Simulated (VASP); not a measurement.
# MgO2 (R-3m) in VASP: single point with r2SCAN

Aim: the single point of MgO2 with r2SCAN.

Everything below comes from runs of VASP 6.6.1. Logs are shortened: lines on timing, memory, paths and dates and some standing lists are left out, and cuts for length are marked.

## (1) The cell of the first run

The structure is trigonal, space group R-3m (No. 166). Conventional cell: a = 3.089 Å, b = 3.089 Å, c = 10.482 Å, α = 90.00°, β = 90.00°, γ = 120.00°. Within 2.7 Å of Mg (site symmetry -3m) lie 6 O at 2.05 Å. Within 2.1 Å of O (site symmetry 3m) lie 1 O at 1.49 Å and 3 Mg at 2.05 Å.

## (2) Single point, r2SCAN (strain -0.0375 x Voigt [1, 1, 0, 0, 0, 0])

POSCAR

```
MgO2
1.0
    1.5445824779      0.8917651094      3.4939788749
   -1.5445824779      0.8917651094      3.4939788749
    0.0000000000     -1.7835302188      3.4939788749
Mg O
1 2
Direct
    0.0000000000      0.0000000000      0.0000000000
    0.4287860000      0.4287860000      0.4287860000
    0.5712140000      0.5712140000      0.5712140000
```

INCAR.step1

```
SYSTEM = MgO2
ALGO = Normal
EDIFF = 1E-5
ENCUT = 920
GGA = PE
GGA_COMPAT = .False.
ISMEAR = 0
LASPH = .True.
LCHARG = .False.
LREAL = .False.
LWAVE = .True.
NBANDS = 18
NELM = 120
PREC = Accurate
SIGMA = 0.05
```

INCAR.step2

```
SYSTEM = MgO2
ALGO = Normal
EDIFF = 1E-6
ENCUT = 920
GGA_COMPAT = .False.
ISIF = 2
ISMEAR = 0
ISTART = 1
LASPH = .True.
LCHARG = .False.
LMIXTAU = .True.
LREAL = .False.
LWAVE = .False.
METAGGA = R2SCAN
NBANDS = 18
NELM = 120
PREC = Accurate
SIGMA = 0.05
```

KPOINTS

```
k-points
0
Gamma
  12 12 12
  0 0 0
```

Potentials or basis: VASP PAW PBE potentials, release 64 (Mg_sv, O).

Started as:

```console
cat potpaw_PBE.64/Mg_sv/POTCAR potpaw_PBE.64/O/POTCAR > POTCAR
cp INCAR.step1 INCAR
mpirun -np 1 vasp_std > vasp.out
cp INCAR.step2 INCAR
mpirun -np 1 vasp_std > vasp.out
```

OUTCAR:

```text
SYSTEM = MgO2
   EDIFF = 1E-6
   ENCUT = 920
   ISIF = 2
   ISMEAR = 0
   ISTART = 1
   LASPH = .True.
   LREAL = .False.
   METAGGA = R2SCAN
   NELM = 120
   PREC = Accurate

 ion  position               nearest neighbor table
   1  0.000  0.000  0.000-   3 2.05   2 2.05   3 2.05   3 2.05   2 2.05   2 2.05
   2  0.429  0.429  0.429-   3 1.49   1 2.05   1 2.05   1 2.05
   3  0.571  0.571  0.571-   2 1.49   1 2.05   1 2.05   1 2.05

  LATTYP: Found a trigonal (rhomboedric) cell.
 ALAT       =     3.9228648230
 COS(alpha) =     0.6899401612

  Lattice vectors:

 A1 = (   1.5445824779,   0.8917651094,   3.4939788749)
 A2 = (  -1.5445824779,   0.8917651094,   3.4939788749)
 A3 = (   0.0000000000,  -1.7835302188,   3.4939788749)

Analysis of symmetry for initial positions (statically):
=====================================================================
 Subroutine PRICEL returns:
 Original cell was already a primitive cell.

 Routine SETGRP: Setting up the symmetry group for a
 trigonal (rhombohedral) supercell.

 Subroutine GETGRP returns: Found 12 space group operations
 (whereof 12 operations were pure point group operations)
 out of a pool of 12 trial point group operations.

The static configuration has the point symmetry D_3d.

Analysis of symmetry for dynamics (positions and initial velocities):
=====================================================================
 Subroutine PRICEL returns:
 Original cell was already a primitive cell.

 Routine SETGRP: Setting up the symmetry group for a
 trigonal (rhombohedral) supercell.

 Subroutine GETGRP returns: Found 12 space group operations
 (whereof 12 operations were pure point group operations)
 out of a pool of 12 trial point group operations.

The dynamic configuration has the point symmetry D_3d.

 Subroutine INISYM returns: Found 12 space group operations
 (whereof 12 operations are pure point group operations),
 and found     1 'primitive' translations

----------------------------------------------------------------------------------------

                                     Primitive cell

  volume of cell :      28.8757

  direct lattice vectors                    reciprocal lattice vectors
     1.544582478  0.891765109  3.493978875     0.323712076  0.186895254  0.095402218
    -1.544582478  0.891765109  3.493978875    -0.323712076  0.186895254  0.095402218
     0.000000000 -1.783530219  3.493978875     0.000000000 -0.373790508  0.095402218

  length of vectors
     3.922864823  3.922864823  3.922864823     0.385773155  0.385773155  0.385773155

  position of ions in fractional coordinates (direct lattice)
     0.000000000  0.000000000  0.000000000
     0.428786000  0.428786000  0.428786000
     0.571214000  0.571214000  0.571214000

  ion indices of the primitive-cell ions
   primitive index   ion index
                 1           1
                 2           2
                 3           3

----------------------------------------------------------------------------------------

 KPOINTS: k-points

Automatic generation of k-mesh.
 Grid dimensions read from file:
 generate k-points for:   12   12   12

 Generating k-lattice:

  Cartesian coordinates                     Fractional coordinates (reciprocal lattice)
     0.026976006  0.015574605  0.007950185     0.083333333  0.000000000  0.000000000
    -0.026976006  0.015574605  0.007950185     0.000000000  0.083333333  0.000000000
     0.000000000 -0.031149209  0.007950185     0.000000000  0.000000000  0.083333333

  Length of vectors
     0.032147763  0.032147763  0.032147763

  Shift w.r.t. Gamma in fractional coordinates (k-lattice)
     0.000000000  0.000000000  0.000000000

 Subroutine IBZKPT returns following result:
 ===========================================

 Found    189 irreducible k-points:

 Following reciprocal coordinates:
            Coordinates               Weight
  0.000000  0.000000  0.000000      1.000000
  0.083333 -0.000000 -0.000000      6.000000
  0.166667 -0.000000 -0.000000      6.000000
  0.250000  0.000000 -0.000000      6.000000
  0.333333  0.000000  0.000000      6.000000
  0.416667  0.000000 -0.000000      6.000000
[... 16 lines left out ...]
  0.500000  0.166667  0.000000     12.000000
 -0.416667  0.166667  0.000000     12.000000
 [... further k-points ...]
   k-points           NKPTS =    189   k-points in BZ     NKDIM =    189   number of bands    NBANDS=     18
   number of dos      NEDOS =    301   number of ions     NIONS =      3
   total plane-waves  NPLWV =  64000
   dimension x,y,z NGX =    40 NGY =   40 NGZ =   40
   dimension x,y,z NGXF=    80 NGYF=   80 NGZF=   80
   ions per type =               1   2
   NGX,Y,Z   is equivalent  to a cutoff of  16.95, 16.95, 16.95 a.u.
   NGXF,Y,Z  is equivalent  to a cutoff of  33.90, 33.90, 33.90 a.u.
 SYSTEM =  MgO2
   PREC   = accura    normal or accurate (medium, high low for compatibility)
   ISTART =      1    job   : 0-new  1-cont  2-samecut
   ICHARG =      0    charge: 1-file 2-atom 10-const
   ISPIN  =      1    spin polarized calculation?
   LNONCOLLINEAR =      F non collinear calculations
   LSORBIT =      F    spin-orbit coupling
   LASPH  =      T    aspherical Exc in radial PAW
   ENCUT  =  920.0 eV  67.62 Ry    8.22 a.u.   9.70  9.70  9.70*2*pi/ulx,y,z
   NELM   =    120;   NELMIN=  2; NELMDL=  0     # of ELM steps
   EDIFF  = 0.1E-05   stopping-criterion for ELM
   LREAL  =      F    real-space projection
   EDIFFG = 0.1E-04   stopping-criterion for IOM
   NSW    =      0    number of steps for IOM
   IBRION =     -1    ionic relax: 0-MD 1-quasi-New 2-CG
   NFREE  =      0    steps in history (QN), initial steepest desc. (CG)
   ISIF   =      2    stress and relaxation
   ISYM   =      2    0-nonsym 1-usesym 2-fastsym
   POTIM  = 0.5000    time-step for ionic-motion
   TEBEG  =    0.0;   TEEND  =   0.0 temperature during run
   PSTRESS=    0.0 pullay stress
   NELECT =      22.0000    total number of electrons
   NUPDOWN=      -1.0000    fix difference up-down
   EMIN   =  10.00;   EMAX   =-10.00  energy-range for DOS
   EFERMI =   0.00;   METHOD = LEGACY
   ISMEAR =     0;   SIGMA  =   0.05  broadening in eV -4-tet -1-fermi 0-gaus
   EFERMI_NEDOS =   21; number of points for ismear=-14 and -15
   IALGO  =     38    algorithm
   IMIX   =      4    mixing-type and parameters
     AMIX     =   0.40;   BMIX     =  1.00
     AMIX_MAG =   1.60;   BMIX_MAG =  1.00
  volume/ion in A,a.u.               =       9.63        64.95
  Fermi-wavevector in a.u.,A,eV,Ry     =   1.495219  2.825553 30.418255  2.235679
  Thomas-Fermi vector in A             =   2.607391
   LORBIT       =      0    0 simple, 1 ext, 2 COOP (PROOUT), +10 PAW based schemes
   METAGGA = R2SCAN    functional components
   LHFCALC =     F    Hartree Fock is set to
   AEXX    =    0.0000 exact exchange contribution
   IVDW    =     0    specifies the selected vdW correction
   LEPSILON=     F    determine dielectric tensor
   LRPA    =     F    only Hartree local field effects (RPA)
 non-spin polarized calculation
 Gauss-broadening in eV      SIGMA  =   0.05
  energy-cutoff  :      920.00
  volume of cell :       28.88
 maximum number of plane-waves:      1862
   NGX = 19   NGY = 19   NGZ = 19

 number of electron      21.9999998 magnetization

 Free energy of the ion-electron system (eV)
  ---------------------------------------------------
  ext. energy  EPLUGINS =         0.00000000
  ---------------------------------------------------
  free energy    TOTEN  =       -21.54060505 eV

  energy without entropy =      -21.54060505  energy(sigma->0) =      -21.54060505

 E-fermi :   2.7980     XC(G=0): -11.4500

 val. band max:        2.5414487550   @ k =   0.5000   0.5000   0.5000
 cond. band min:       5.3399983729   @ k =   0.5000   0.5000   0.5000
 fundamental gap:      2.7985496179
 Fermi energy:         2.7980482714

 k-point     1 :       0.0000    0.0000    0.0000
  band No.  band energies     occupation
      1     -73.2723      2.00000
      2     -38.3949      2.00000
      3     -38.3807      2.00000
      4     -38.3807      2.00000
      5     -19.9560      2.00000
      6     -13.0726      2.00000
[... 10 lines left out ...]
     17      19.2052      0.00000
     18      21.6690      0.00000

 k-point     2 :       0.0833   -0.0000   -0.0000
  band No.  band energies     occupation
      1     -73.2721      2.00000
      2     -38.3943      2.00000
      3     -38.3843      2.00000
      4     -38.3814      2.00000
      5     -19.9160      2.00000
      6     -13.0916      2.00000
[... 10 lines left out ...]
     17      19.4286      0.00000
     18      21.2816      0.00000

 k-point     3 :       0.1667   -0.0000   -0.0000
  band No.  band energies     occupation
      1     -73.2715      2.00000
      2     -38.3944      2.00000
      3     -38.3923      2.00000
      4     -38.3834      2.00000
      5     -19.8047      2.00000
      6     -13.1440      2.00000
[... 10 lines left out ...]
     17      20.0783      0.00000
     18      20.4435      0.00000

 k-point     4 :       0.2500    0.0000   -0.0000
  band No.  band energies     occupation
      1     -73.2706      2.00000
      2     -38.4074      2.00000
      3     -38.3905      2.00000
      4     -38.3861      2.00000
      5     -19.6477      2.00000
      6     -13.2164      2.00000
[... 375 lines left out ...]
      4     -38.3879      2.00000
      5     -19.3801      2.00000
      6     -13.4823      2.00000
[... 10 lines left out ...]
     17      19.7193      0.00000
     18      21.9449      0.00000

 k-point    23 :       0.5000    0.1667    0.0000
  band No.  band energies     occupation
      1     -73.2686      2.00000
      2     -38.4265      2.00000
      3     -38.3985      2.00000
      4     -38.3865      2.00000
      5     -19.2905      2.00000
      6     -13.4675      2.00000
[... 10 lines left out ...]
     17      19.1107      0.00000
     18      22.2767      0.00000

 k-point    24 :      -0.4167    0.1667    0.0000
  band No.  band energies     occupation
      1     -73.2685      2.00000
      2     -38.4288      2.00000
      3     -38.3998      2.00000
      4     -38.3859      2.00000
      5     -19.2738      2.00000
      6     -13.4075      2.00000
[... 10 lines left out ...]
     17      18.8932      0.00000
     18      22.2967      0.00000

 [... further k-points ...]

------------------------ aborting loop because EDIFF is reached ----------------------------------------

  FORCE on cell =-STRESS in cart. coord.  units (eV):
  Direction    XX          YY          ZZ          XY          YZ          ZX
  --------------------------------------------------------------------------------------
  -------------------------------------------------------------------------------------
  Total        1.4189675      1.4189675     -0.5366599      0.0000000     -0.0000000     -0.0000000
  in kB       78.7317558     78.7317558    -29.7767025      0.0000000     -0.0000000     -0.0000000
  external PRESSURE =      42.5622697 kB  Pullay stress =       0.0000000 kB

 VOLUME and BASIS-vectors are now :
 -----------------------------------------------------------------------------
  energy-cutoff  :      920.00
  volume of cell :       28.88
      direct lattice vectors                 reciprocal lattice vectors
     1.544582478  0.891765109  3.493978875     0.323712076  0.186895254  0.095402218
    -1.544582478  0.891765109  3.493978875    -0.323712076  0.186895254  0.095402218
     0.000000000 -1.783530219  3.493978875     0.000000000 -0.373790508  0.095402218

 POSITION                                       TOTAL-FORCE (eV/Angst)
 -----------------------------------------------------------------------------------
      0.00000      0.00000      0.00000         0.000000      0.000000     -0.000000
      0.00000      0.00000      4.49451         0.000000     -0.000000      0.576356
      0.00000      0.00000      5.98743         0.000000     -0.000000     -0.576356
 -----------------------------------------------------------------------------------
    total drift:                                0.000000     -0.000000      0.000000

  FREE ENERGIE OF THE ION-ELECTRON SYSTEM (eV)
  ---------------------------------------------------
  free  energy   TOTEN  =       -21.5406050478 eV

  energy  without entropy=      -21.5406050478  energy(sigma->0) =      -21.54060505
```

Wall time 8.3 min (1 thread of Intel Xeon 6975P-C (Granite Rapids), shared host); peak memory 0.39 GiB.

What came out:

```yaml
Free_energy: -21.5406 eV
Pressure: 4.3 GPa
Largest_force: 0.576 eV/Å
Band_gap_on_the_k_mesh: 2.80 eV
```

Forces on the atoms (eV/Å):
```
Mg   0.000  0.000  0.000
O    0.000  0.000  0.576
O    0.000  0.000 -0.576
```

Stress tensor (GPa, compression positive):
```
 7.87  0.00  0.00
 0.00  7.87  0.00
 0.00  0.00 -2.98
```

Caveat: the cell differs from its parent crystal (strain -0.0375 x Voigt [1, 1, 0, 0, 0, 0]); the stress differs along the axes, from -3 to 8 GPa; the PAW data sets were made with another functional, which shifts forces and pressure a little. A k mesh can miss the band edges.
